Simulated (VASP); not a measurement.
A run of VASP 6.6.1 is set up as follows.

Contents of POSCAR:

```
Au
1.0
    0.0000000000      1.9934577312      1.9934577312
    1.9934577312      0.0000000000      1.9934577312
    1.9934577312      1.9934577312      0.0000000000
Au
1
Direct
    0.0000000000      0.0000000000      0.0000000000
```

File INCAR.step1:

```
SYSTEM = Au
ALGO     = Normal         ! electronic algorithm
EDIFF    = 1E-5           ! SCF threshold, eV
ENCUT    = 520            ! plane-wave cutoff, eV
GGA      = PE             ! functional
ISIF     = 2              ! what is computed and relaxed
ISMEAR   = -1             ! smearing method
LASPH    = .TRUE.         ! aspherical terms in the spheres
LCHARG   = .FALSE.        ! write CHGCAR
LREAL    = .FALSE.        ! projectors in reciprocal space
LWAVE    = .TRUE.         ! write WAVECAR
NBANDS   = 12             ! bands
NELM     = 100            ! most SCF steps
PREC     = Accurate       ! precision mode
SIGMA    = 0.05           ! smearing width, eV
```

The input INCAR.step2:

```
SYSTEM = Au
AEXX     = 0.25           ! exact-exchange fraction
ALGO     = Normal         ! electronic algorithm
EDIFF    = 1E-6           ! SCF threshold, eV
ENCUT    = 520            ! plane-wave cutoff, eV
GGA      = PE             ! functional
HFSCREEN = 0.3            ! screening, 1/A
ISIF     = 2              ! what is computed and relaxed
ISMEAR   = -1             ! smearing method
ISTART   = 1            
LASPH    = .TRUE.         ! aspherical terms in the spheres
LCHARG   = .FALSE.        ! write CHGCAR
LHFCALC  = .TRUE.         ! exact exchange
LREAL    = .FALSE.        ! projectors in reciprocal space
LWAVE    = .FALSE.        ! write WAVECAR
NBANDS   = 12             ! bands
NELM     = 100            ! most SCF steps
PREC     = Accurate       ! precision mode
PRECFOCK = Normal       
SIGMA    = 0.05           ! smearing width, eV
```

KPOINTS

```
k-points
0
G
  6 6 6
  0 0 0
```

Potentials or basis: VASP PAW PBE potentials, release 64 (Au).

Launch:

```sh
$ cat potpaw_PBE.64/Au/POTCAR > POTCAR
$ cp INCAR.step1 INCAR
$ mpirun -np 1 vasp_std > vasp.out
$ cp INCAR.step2 INCAR
$ mpirun -np 1 vasp_std > vasp.out
```

Q: Estimate the band gap on the k mesh.

A: Zero (an odd number of electrons rules out a gap without spin polarisation).

Q: Estimate the pressure.

A: 23.0 GPa.

Caveat: the k points lie up to 0.45 Å⁻¹ apart, too coarse for converged energies and pressures of a metal; the PAW data sets were made with another functional, which shifts forces and pressure a little; spin-orbit coupling is left out, which moves the levels of the heavy elements.
